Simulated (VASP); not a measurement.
Write the native input for VASP 6.6.1 that does the following.

```yaml
Task: single point
Functional: PBEsol
Potentials_or_basis: VASP PAW PBE potentials, release 64 (Ba_sv, H)
Cutoff: 520 eV
k_mesh: 6 × 6 × 6
Occupations: gaussian, width 0.02 eV
Spin: no spin polarisation
Dipole_correction: no
Further_INCAR_settings: ALGO = Normal; EDIFF = 1e-06; NBANDS = 21
```

The structure of BaH2 lies in POSCAR:

```
BaH2
1.0
    4.3204809832      0.0000000000      0.0000000000
   -2.1602404916      3.7416462880      0.0000000000
    0.0000000000      0.0000000000      5.6113513074
Ba H
2 4
Direct
    0.6666666667      0.3333333333      0.7500000000
    0.3333333333      0.6666666667      0.2500000000
    0.3333333333      0.6666666667      0.7500000000
    0.6666666667      0.3333333333      0.2500000000
    0.0000000000      0.0000000000      0.5000000000
    0.0000000000      0.0000000000      0.0000000000
```

These files were run (other wordings do the same):

INCAR

```
PREC = Accurate ; ENCUT = 520
EDIFF = 1E-6 ; ISMEAR = 0
SIGMA = 0.02 ; LREAL = False
LASPH = True ; NELM = 100
ALGO = Normal ; ISIF = 2
LWAVE = False ; LCHARG = False
GGA = PS ; NBANDS = 21
```

KPOINTS

```
Automatic mesh
0
Gamma
  6 6 6
```

Potentials or basis: VASP PAW PBE potentials, release 64 (Ba_sv, H).

Command:

```bash
$ cat potpaw_PBE.64/Ba_sv/POTCAR potpaw_PBE.64/H/POTCAR > POTCAR
$ mpirun -np 1 vasp_std > vasp.out
```

Results of the run:

```json
{
  "Pressure": "3.4 GPa",
  "Band gap on the k mesh": "1.63 eV (least direct gap 2.35 eV)"
}
```

Caveat: the cell stands under pressure; the PAW data sets were made with another functional, which shifts forces and pressure a little; spin-orbit coupling is left out, which moves the levels of the heavy elements.

Run time: 96 s on 1 thread of Intel Xeon 8259CL, on a shared host, peak memory 0.22 GiB.
